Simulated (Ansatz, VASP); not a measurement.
**CdAg2F6: VASP beside Ansatz**

INCAR

```
PREC     = Accurate       # precision mode
ENCUT    = 520            # plane-wave cutoff, eV
EDIFF    = 1E-6           # SCF threshold, eV
ISMEAR   = 0              # smearing method
SIGMA    = 0.1            # smearing width, eV
LREAL    = False          # projectors in reciprocal space
LASPH    = True           # aspherical terms in the spheres
NELM     = 150            # most SCF steps
ALGO     = Normal         # electronic algorithm
ISIF     = 2              # what is computed and relaxed
LWAVE    = False          # write WAVECAR
LCHARG   = False          # write CHGCAR
ISPIN    = 2              # spin polarisation
MAGMOM   = 0 1 1 0 0 0 0 0 0 # initial moments
LORBIT   = 11             # projections on sites
LMAXMIX  = 4              # l up to which the mixer works
GGA      = PE             # functional
NBANDS   = 52             # bands
```

Contents of KPOINTS:

```
Automatic mesh
0
Gamma
  4 4 4
```

Contents of POSCAR:

```
CdAg2F6
1.0
    0.0000000000      4.0313852284      4.0313852284
    4.0313852284      0.0000000000      4.0313852284
    4.0313852284      4.0313852284      0.0000000000
Cd Ag F
1 2 6
Direct
    0.0000000000      0.0000000000      0.0000000000
    0.2500000000      0.2500000000      0.2500000000
    0.7500000000      0.7500000000      0.7500000000
    0.7419439737      0.2580560263      0.2580560263
    0.2580560263      0.7419439737      0.7419439737
    0.2580560263      0.7419439737      0.2580560263
    0.7419439737      0.2580560263      0.7419439737
    0.2580560263      0.2580560263      0.7419439737
    0.7419439737      0.7419439737      0.2580560263
```

Input for Ansatz:

```yaml
crystal:
  lattice:
    - [0.0, 4.0313852284, 4.0313852284]
    - [4.0313852284, 0.0, 4.0313852284]
    - [4.0313852284, 4.0313852284, 0.0]
  atoms:
    - { symbol: Cd, position: [0.0, 0.0, 0.0] }
    - { symbol: Ag, position: [0.25, 0.25, 0.25], spin: 1.0 }
    - { symbol: Ag, position: [0.75, 0.75, 0.75], spin: 1.0 }
    - { symbol: F, position: [0.7419439737, 0.2580560263, 0.2580560263] }
    - { symbol: F, position: [0.2580560263, 0.7419439737, 0.7419439737] }
    - { symbol: F, position: [0.2580560263, 0.7419439737, 0.2580560263] }
    - { symbol: F, position: [0.7419439737, 0.2580560263, 0.7419439737] }
    - { symbol: F, position: [0.2580560263, 0.2580560263, 0.7419439737] }
    - { symbol: F, position: [0.7419439737, 0.7419439737, 0.2580560263] }
basis:
  ecutwfc: 420
kpoints:
  mp_grid: { grid: [4, 4, 4] }
hamiltonian:
  xc: pbe
scf:
  occupations: { method: gaussian, width: 0.1 }
  lower_state_search: "off"
output:
  forces: true
  stress: true
  eigenvalues: true
  populations: true
magnetization:
  spin_polarized: true
```

Change from the starting cell: ordered vacancies on the cation sites of perovskite (Fm-3m, No. 225).

Alike in both runs: task single point; functional PBE; k mesh 4 × 4 × 4; occupations gaussian, width 0.1 eV; collinear spin.

|  | VASP | Ansatz |
| --- | --- | --- |
| version | VASP 6.6.1 | Ansatz 0.2.0 |
| potentials or method | VASP PAW PBE potentials, release 64 (Cd, Ag, F), cutoff 520 eV | scalar-relativistic, plane waves, PAW |
| valence electrons in the cell | 76 | 100 |

Ansatz gave:

```
gap on the k mesh at the Fermi level (eV)                     : none
pressure (GPa)                                                : 0.3
rms of the force components (eV/Å)                            : 0.008
net moment per atom (μB)                                      : 0.22
size of the moment on the site where the two differ most (μB) : 0.29
```

Which values does VASP return?

gap on the k mesh at the Fermi level (eV): none; pressure (GPa): 0.7; rms of the force components (eV/Å): 0.108; net moment per atom (μB): 0.00; size of the moment on the site where the two differ most (μB): 0.00.

The net moments are unlike, so the other rows may belong to different states. Site moments also hang on the region over which each program counts them. Atom by atom the forces differ by 0.116 eV/Å (rms over components). A gap of «none» marks a metal or a gap that the smearing closes. VASP's potentials hold 76 valence electrons a cell and Ansatz's 100, so a difference there can come from the potentials and not from the codes.
